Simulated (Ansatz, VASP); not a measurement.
## C: VASP beside Ansatz

File INCAR:

```
SYSTEM = C
  PREC = Accurate
  ENCUT = 520
  EDIFF = 1E-6
  ISMEAR = -1
  SIGMA = 0.05
  LREAL = .False.
  LASPH = .True.
  NELM = 80
  ALGO = Normal
  ISIF = 2
  LWAVE = .False.
  LCHARG = .False.
  GGA = PS
  NBANDS = 11
```

Contents of KPOINTS:

```
Automatic mesh
0
Gamma
  18 18 18
  0 0 0
```

POSCAR

```
C
1.0
    0.0000000000      2.1340664971      3.3591230053
    1.2320797642      0.0000000000      3.3591230053
    1.2320797642      2.1340664971      0.0000000000
C
2
Direct
    0.1666700000      0.8333300000      0.1666700000
    0.8333300000      0.1666700000      0.8333300000
```

Input for Ansatz:

```yaml
crystal:
  lattice:
    - [0.0, 2.1340664971, 3.3591230053]
    - [1.2320797642, 0.0, 3.3591230053]
    - [1.2320797642, 2.1340664971, 0.0]
  atoms:
    - { symbol: C, position: [0.16667, 0.83333, 0.16667] }
    - { symbol: C, position: [0.83333, 0.16667, 0.83333] }
kpoints:
  mp_grid: { grid: [18, 18, 18] }
  band_path:
    path:
      - [0.0, 0.0, 0.0]
      - [0.5, 0.0, 0.5]
      - [1.0, 0.5, 0.5]
      - [0.5, 0.5, 0.0]
      - [0.0, 0.0, 0.0]
      - [0.0, 0.3669630913, 0.3669630913]
      - [1.0, 0.6330369087, 0.6330369087]
      - [1.0, 0.5, 0.5]
      - [0.5, 0.0, 0.5]
    npoints: 5
scf:
  occupations: { method: fermi_dirac, width: 0.05 }
hamiltonian:
  xc: pbesol
  pseudopotentials: { kind: all_electron, lapw: { basis_error: 0.00025 } }
output:
  forces: true
  stress: true
  eigenvalues: true
```

Change from the starting cell: volume scaled by 1.01.

Alike in both runs: task single point; functional PBEsol; k mesh 18 × 18 × 18; occupations fermi-dirac, width 0.05 eV; no spin polarisation.

```csv
,VASP,Ansatz
version,VASP 6.6.1,Ansatz 0.2.0
potentials or method,"VASP PAW PBE potentials, release 64 (C), cutoff 520 eV","all-electron LAPW, scalar-relativistic"
```

```tsv
	VASP	Ansatz	Ansatz less VASP
pressure (GPa)	-0.7	-1.4	-0.70
traceless stress, the component that is largest in VASP (GPa)	2.29	3.09	+0.802
```

VASP's potentials were made for PBE, not for PBEsol. Ansatz ran all-electron here, and VASP with PAW potentials.
